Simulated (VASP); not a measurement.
Here is a VASP 6.6.1 calculation.

The input INCAR:

```
SYSTEM = C
PREC = Accurate
ENCUT = 600
EDIFF = 1E-7
ISMEAR = 0
SIGMA = 0.02
LREAL = .False.
LASPH = .True.
NELM = 120
ALGO = Normal
ISIF = 3
LWAVE = .False.
LCHARG = .False.
GGA = CA
IBRION = 2
NSW = 100
EDIFFG = -0.002
GGA_COMPAT = .False.
NELMIN = 4
```

Contents of KPOINTS:

```
regular mesh
0
Gamma
  10 10 10
  0 0 0
```

Contents of POSCAR:

```
C
1.0
    0.0000000000      1.7657474443      1.7657474443
    1.7657474443      0.0000000000      1.7657474443
    1.7657474443      1.7657474443      0.0000000000
C
2
Direct
    0.0000000000      0.0000000000      0.0000000000
    0.2500000000      0.2500000000      0.2500000000
```

Potentials or basis: VASP PAW LDA potentials, release 64 (C).

The run is started by

```bash
$ cat potpaw_LDA.64/C/POTCAR > POTCAR
$ mpirun -np 1 vasp_std > vasp.out
```

Task: Predict the relaxed cell.

Result: a = 2.499 Å, b = 2.499 Å, c = 2.499 Å, α = 60.00°, β = 60.00°, γ = 60.00°.

Task: What does it give for the space group after relaxing (to 0.05 Å)?

Result: Fd-3m (No. 227).

Task: Estimate the band gap on the k mesh.

Result: 4.20 eV, indirect (least direct gap 5.62 eV).

Task: What does it give for the relaxed volume?

Result: 5.52 Å³/atom.

Final structure:
```
C
1.0
     0.00000    1.76693    1.76693
     1.76693    0.00000    1.76693
     1.76693    1.76693    0.00000
C
2
Direct
  0.00000 0.00000 0.00000
  0.25000 0.25000 0.25000
```

A k mesh can miss the band edges. As with any semilocal functional, this LDA gap is likely too small.
